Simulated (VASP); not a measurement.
Input of a VASP 6.6.1 run:

File POSCAR:

```
GaSb
1.0
    0.0000000000      3.0658788000      3.0658788000
    3.0658788000      0.0000000000      3.0658788000
    3.0658788000      3.0658788000      0.0000000000
Ga Sb
1 1
Direct
    0.0000000000      0.0000000000      0.0000000000
    0.2500000000      0.2500000000      0.2500000000
```

The input INCAR.step1:

```
PREC = Accurate
ENCUT = 520
ISMEAR = -1
SIGMA = 0.02
LREAL = False
LASPH = True
NELM = 100
NBANDS = 16
GGA = PE
ALGO = Normal
EDIFF = 1E-4
LWAVE = True
LCHARG = False
```

The input INCAR.step2:

```
PREC = Accurate
ENCUT = 520
EDIFF = 1E-6
ISMEAR = -1
SIGMA = 0.02
LREAL = False
LASPH = True
NELM = 100
ALGO = Normal
ISIF = 2
LWAVE = False
LCHARG = False
METAGGA = R2SCAN
LMIXTAU = True
NBANDS = 16
ISTART = 1
```

KPOINTS

```
regular mesh
0
Gamma
  8 8 8
```

Potentials or basis: VASP PAW PBE potentials, release 64 (Ga_d, Sb).

The run is started by

```bash
$ cat potpaw_PBE.64/Ga_d/POTCAR potpaw_PBE.64/Sb/POTCAR > POTCAR
$ cp INCAR.step1 INCAR
$ mpirun -np 1 vasp_std > vasp.out
$ cp INCAR.step2 INCAR
$ mpirun -np 1 vasp_std > vasp.out
```

(1) What does it give for the pressure?

(2) Estimate the band gap on the k mesh.

Results:

(1) 0.1 GPa.

(2) 0.40 eV, direct.

Caveat: the PAW data sets were made with another functional, which shifts forces and pressure a little; spin-orbit coupling is left out, which moves the levels of the heavy elements.
